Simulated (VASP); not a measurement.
# Hg (P6_3/mmc) in VASP: a series of runs, part 2 of 2

VASP 6.6.1. The steps go on from the part before.

## Step 4: Single point, PBEsol (volume scaled by 0.92)

The input, INCAR:

```
PREC = Accurate
ENCUT = 520
EDIFF = 1E-6
ISMEAR = -1
SIGMA = 0.1
LREAL = F
LASPH = T
NELM = 100
ALGO = Normal
ISIF = 2
LWAVE = F
LCHARG = T
GGA = PS
LELF = T
LVHAR = T
NBANDS = 32
```

The input, KPOINTS:

```
regular mesh
0
Gamma
  13 13 4
```

The input, POSCAR:

```
Hg
1.0
    3.1022435346      0.0000000000      0.0000000000
   -1.5511217673      2.6866217097      0.0000000000
    0.0000000000      0.0000000000     10.3660987193
Hg
4
Direct
    0.0000000000      1.0000000000      1.0000000000
    0.0000000000      1.0000000000      0.5000000000
    0.3333333333      0.6666666667      0.2500000000
    0.6666666667      0.3333333333      0.7500000000
```

Potentials or basis: VASP PAW PBE potentials, release 64 (Hg).

Run with:

```sh
$ cat potpaw_PBE.64/Hg/POTCAR > POTCAR
$ mpirun -np 1 vasp_std > vasp.out
```

OUTCAR:

```text
PREC = Accurate
   ENCUT = 520
   EDIFF = 1E-6
   ISMEAR = -1
   LREAL = F
   LASPH = T
   NELM = 100
   ISIF = 2
   GGA = PS

 ion  position               nearest neighbor table
   1  0.000  0.000  0.000-   3 3.15   4 3.15   4 3.15   3 3.15   4 3.15   3 3.15
   2  0.000  0.000  0.500-   3 3.15   4 3.15   4 3.15   3 3.15   4 3.15   3 3.15
   3  0.333  0.667  0.250-   1 3.15   2 3.15   1 3.15   2 3.15   1 3.15   2 3.15
   4  0.667  0.333  0.750-   1 3.15   2 3.15   1 3.15   2 3.15   1 3.15   2 3.15

  LATTYP: Found a hexagonal cell.
 ALAT       =     3.1022435346
 C/A-ratio  =     3.3414845107

  Lattice vectors:

 A1 = (   3.1022435346,   0.0000000000,   0.0000000000)
 A2 = (  -1.5511217673,   2.6866217097,   0.0000000000)
 A3 = (   0.0000000000,   0.0000000000,  10.3660987193)

Analysis of symmetry for initial positions (statically):
=====================================================================
 Subroutine PRICEL returns:
 Original cell was already a primitive cell.

 Routine SETGRP: Setting up the symmetry group for a
 hexagonal supercell.

[... 170 lines left out ...]
  energy without entropy =       -2.02915725  energy(sigma->0) =       -2.05398464

 E-fermi :   3.2794     XC(G=0): -11.5448

 val. band max:        3.2673788335   @ k =   0.0000   0.0000   0.2500
 cond. band min:       3.3714530224   @ k =   0.2308  -0.0000   0.0000
 fundamental gap:      0.1040741890
 Fermi energy:         3.2793812263

 k-point     1 :       0.0000    0.0000    0.0000
  band No.  band energies     occupation
      1      -6.5659      2.00000
      2      -5.3951      2.00000
      3      -5.3770      2.00000
      4      -5.2727      2.00000
      5      -4.0691      2.00000
      6      -3.9892      2.00000
[... 829 lines left out ...]
     31      14.8393      0.00000
     32      15.7890      0.00000

 [... further k-points ...]

------------------------ aborting loop because EDIFF is reached ----------------------------------------

  FORCE on cell =-STRESS in cart. coord.  units (eV):
  Direction    XX          YY          ZZ          XY          YZ          ZX
  --------------------------------------------------------------------------------------
  -------------------------------------------------------------------------------------
  Total        2.6070458      2.6070458      2.2707895      0.0000000      0.0000000      0.0000000
  in kB       48.3461048     48.3461048     42.1104330      0.0000000      0.0000000      0.0000000
  external PRESSURE =      46.2675475 kB  Pullay stress =       0.0000000 kB

 VOLUME and BASIS-vectors are now :
 -----------------------------------------------------------------------------
  energy-cutoff  :      520.00
  volume of cell :       86.40
      direct lattice vectors                 reciprocal lattice vectors
     3.102243535  0.000000000  0.000000000     0.322347356  0.186107333  0.000000000
    -1.551121767  2.686621710  0.000000000     0.000000000  0.372214665  0.000000000
     0.000000000  0.000000000 10.366098719     0.000000000  0.000000000  0.096468308

 POSITION                                       TOTAL-FORCE (eV/Angst)
 -----------------------------------------------------------------------------------
      0.00000      0.00000      0.00000         0.000000     -0.000000      0.000000
      0.00000      0.00000      5.18305         0.000000     -0.000000      0.000000
     -0.00000      1.79108      2.59152         0.000000      0.000000     -0.000000
      1.55112      0.89554      7.77457        -0.000000      0.000000      0.000000
 -----------------------------------------------------------------------------------
    total drift:                               -0.000000      0.000000     -0.000000

  FREE ENERGIE OF THE ION-ELECTRON SYSTEM (eV)
  ---------------------------------------------------
  free  energy   TOTEN  =        -2.0788120212 eV

  energy  without entropy=       -2.0291572540  energy(sigma->0) =       -2.05398464
```

stdout:

```text
POSCAR found type information on POSCAR Hg
 POSCAR found :  1 types and       4 ions
 scaLAPACK will be used
 -----------------------------------------------------------------------------
|                                                                             |
|                                                                             |
|     You enforced a specific xc type in the INCAR file but a different       |
|     I HOPE YOU KNOW WHAT YOU ARE DOING!                                     |
|                                                                             |
 -----------------------------------------------------------------------------

 LDA part: xc-table for (Slater+PW92), standard interpolation
 POSCAR, INCAR and KPOINTS ok, starting setup
 FFT: planning ... GRIDC
 FFT: planning ... GRID_SOFT
 FFT: planning ... GRID
 WAVECAR not read
 entering main loop
```

Run time: 99 s. Hardware: 1 thread of Intel Xeon 6975P-C, shared host; peak memory 0.28 GiB.

What came out:

| Item | Value |
| --- | --- |
| Free energy | -2.0788 eV |
| Pressure | 4.6 GPa |
| Band gap on the k mesh | zero (band 24 reaches 3.60 eV, above the bottom of band 25 at 1.63 eV) |

Stress tensor (GPa, compression positive):
```
4.83 0.00 0.00
0.00 4.83 0.00
0.00 0.00 4.21
```

Caveat: the PAW data sets were made with another functional, which shifts forces and pressure a little; spin-orbit coupling is left out, which moves the levels of the heavy elements.

## Step 5: Single point, PBEsol (volume scaled by 0.96)

The input, INCAR:

```
PREC = Accurate
ENCUT = 520
EDIFF = 1E-6
ISMEAR = -1
SIGMA = 0.1
LREAL = False
LASPH = True
NELM = 100
ALGO = Normal
ISIF = 2
LWAVE = False
LCHARG = False
GGA = PS
NBANDS = 32
```

The input, KPOINTS:

```
Automatic mesh
0
Gamma
  13 13 4
```

The input, POSCAR:

```
Hg
1.0
    3.1465672877      0.0000000000      0.0000000000
   -1.5732836439      2.7250072059      0.0000000000
    0.0000000000      0.0000000000     10.5142058539
Hg
4
Direct
    0.0000000000      1.0000000000      1.0000000000
    0.0000000000      1.0000000000      0.5000000000
    0.3333333333      0.6666666667      0.2500000000
    0.6666666667      0.3333333333      0.7500000000
```

Run with:

```sh
$ cat potpaw_PBE.64/Hg/POTCAR > POTCAR
$ mpirun -np 1 vasp_std > vasp.out
```

It took 94 s on 1 thread of Intel Xeon 6975P-C, shared host; peak memory 0.28 GiB.

Results (log left out):

```yaml
Free_energy: -2.1596 eV
Pressure: 2.2 GPa
Band_gap_on_the_k_mesh: zero (band 24 reaches 3.10 eV, above the bottom of band 25 at 1.17 eV)
```

Stress tensor (GPa, compression positive):
```
2.40 0.00 0.00
0.00 2.40 0.00
0.00 0.00 1.80
```

Levels at points of the mesh, in eV from the Fermi level:
| k point | band 21 | band 22 | band 23 | band 24 | band 25 | band 26 | band 27 | band 28 |
| --- | --- | --- | --- | --- | --- | --- | --- | --- |
| (0.00, 0.00, 0.00) | -6.07 | -5.80 | -5.80 | -1.90 | -1.67 | 6.43 | 6.43 | 13.23 |
| (0.00, 0.00, 0.50) | -5.91 | -5.91 | -4.81 | -4.81 | 2.02 | 2.02 | 11.08 | 11.08 |

Caveat: the PAW data sets were made with another functional, which shifts forces and pressure a little; spin-orbit coupling is left out, which moves the levels of the heavy elements.

## Step 6: Single point, PBEsol

The input, INCAR:

```
SYSTEM = Hg
PREC = Accurate ; ENCUT = 520
EDIFF = 1E-6 ; ISMEAR = -1
SIGMA = 0.1 ; LREAL = .FALSE.
LASPH = .TRUE. ; NELM = 100
ALGO = Normal ; ISIF = 2
LWAVE = .FALSE. ; LCHARG = .FALSE.
GGA = PS ; NBANDS = 32
```

The input, KPOINTS:

```
Automatic mesh
0
G
  13 13 4
  0 0 0
```

The input, POSCAR:

```
Hg
1.0
    3.1896763061      0.0000000000      0.0000000000
   -1.5948381531      2.7623407110      0.0000000000
    0.0000000000      0.0000000000     10.6582539711
Hg
4
Direct
    0.0000000000      1.0000000000      1.0000000000
    0.0000000000      1.0000000000      0.5000000000
    0.3333333333      0.6666666667      0.2500000000
    0.6666666667      0.3333333333      0.7500000000
```

Potentials or basis: VASP PAW PBE potentials, release 64 (Hg).

Run with:

```sh
$ cat potpaw_PBE.64/Hg/POTCAR > POTCAR
$ mpirun -np 1 vasp_std > vasp.out
```

Wall time 82 s (1 thread of Intel Xeon 6975P-C, shared host); peak memory 0.29 GiB.

Results (log left out):

```yaml
Free_energy: -2.1930 eV
Pressure: 0.5 GPa
Band_gap_on_the_k_mesh: zero (band 24 reaches 2.65 eV, above the bottom of band 25 at 0.80 eV)
```

Stress tensor (GPa, compression positive):
```
0.74 0.00 0.00
0.00 0.74 0.00
0.00 0.00 0.11
```

Levels at points of the mesh, in eV from the Fermi level:
| k point | band 22 | band 23 | band 24 | band 25 | band 26 | band 27 |
| --- | --- | --- | --- | --- | --- | --- |
| (0.00, 0.00, 0.00) | -5.70 | -5.70 | -1.71 | -1.65 | 6.29 | 6.30 |
| (0.00, 0.00, 0.50) | -5.80 | -4.61 | -4.61 | 2.01 | 2.01 | 10.87 |

Caveat: the PAW data sets were made with another functional, which shifts forces and pressure a little; spin-orbit coupling is left out, which moves the levels of the heavy elements.

## Step 7: Single point, PBEsol (volume scaled by 1.04)

The input, INCAR:

```
SYSTEM = Hg
  ALGO = Normal
  EDIFF = 1E-7
  ENCUT = 520
  GGA = PS
  ISIF = 2
  ISMEAR = -1
  LASPH = .TRUE.
  LCHARG = .FALSE.
  LREAL = .FALSE.
  LWAVE = .FALSE.
  NBANDS = 32
  NELM = 100
  PREC = Accurate
  SIGMA = 0.1
```

The input, KPOINTS:

```
k-points
0
G
  13 13 4
  0 0 0
```

The input, POSCAR:

```
Hg
1.0
    3.2316505447      0.0000000000      0.0000000000
   -1.6158252723      2.7986914679      0.0000000000
    0.0000000000      0.0000000000     10.7985102391
Hg
4
Direct
    0.0000000000      1.0000000000      1.0000000000
    0.0000000000      1.0000000000      0.5000000000
    0.3333333333      0.6666666667      0.2500000000
    0.6666666667      0.3333333333      0.7500000000
```

Run with:

```sh
$ cat potpaw_PBE.64/Hg/POTCAR > POTCAR
$ mpirun -np 1 vasp_std > vasp.out
```

It took 1.7 min on 1 thread of Intel Xeon 6975P-C, shared host; peak memory 0.29 GiB.

It converged, with:

```
Free energy            : -2.1933 eV
Pressure               : -0.6 GPa
Band gap on the k mesh : zero (band 24 reaches 2.23 eV, above the bottom of band 25 at 0.67 eV)
```

Stress tensor (GPa, compression positive):
```
-0.42  0.00  0.00
 0.00 -0.42  0.00
 0.00  0.00 -1.09
```

Levels at points of the mesh, in eV from the Fermi level:
```csv
k point,band 20,band 21,band 22,band 23,band 24,band 25,band 26,band 27,band 28,band 29
"(0.00, 0.00, 0.00)",-5.84,-5.84,-5.61,-5.61,-1.73,-1.43,6.17,6.18,12.70,12.70
"(0.00, 0.00, 0.50)",-5.70,-5.70,-5.70,-4.42,-4.42,2.00,2.00,10.66,10.66,13.04
```

Caveat: the PAW data sets were made with another functional, which shifts forces and pressure a little; spin-orbit coupling is left out, which moves the levels of the heavy elements.

## Step 8: The runs side by side

| cell | k mesh | gap on the mesh (eV) | pressure (GPa) |
| --- | --- | --- | --- |
| a = 3.190, b = 3.190, c = 10.658 Å, angles 90.0, 90.0, 120.0°, 4 atoms | 11 × 11 × 3 | none | 0.3 |
| a = 3.057, b = 3.057, c = 10.214 Å, angles 90.0, 90.0, 120.0°, 4 atoms | 13 × 13 × 4 | none | 8.1 |
| a = 3.102, b = 3.102, c = 10.366 Å, angles 90.0, 90.0, 120.0°, 4 atoms | 13 × 13 × 4 | none | 4.6 |
| a = 3.147, b = 3.147, c = 10.514 Å, angles 90.0, 90.0, 120.0°, 4 atoms | 13 × 13 × 4 | none | 2.2 |
| a = 3.190, b = 3.190, c = 10.658 Å, angles 90.0, 90.0, 120.0°, 4 atoms | 13 × 13 × 4 | none | 0.5 |
| a = 3.232, b = 3.232, c = 10.799 Å, angles 90.0, 90.0, 120.0°, 4 atoms | 13 × 13 × 4 | none | -0.6 |

Alike in all rows: task single point; level PBEsol; potentials or basis VASP PAW PBE potentials, release 64 (Hg); no spin polarisation; cutoff (eV) 520; smearing fermi-dirac 0.1 eV.

Caveats: the PAW data sets were made with another functional, which shifts forces and pressure a little; spin-orbit coupling is left out, which moves the levels of the heavy elements.

Total energies depend on the potentials used, so only differences within one code and one set of settings carry meaning.
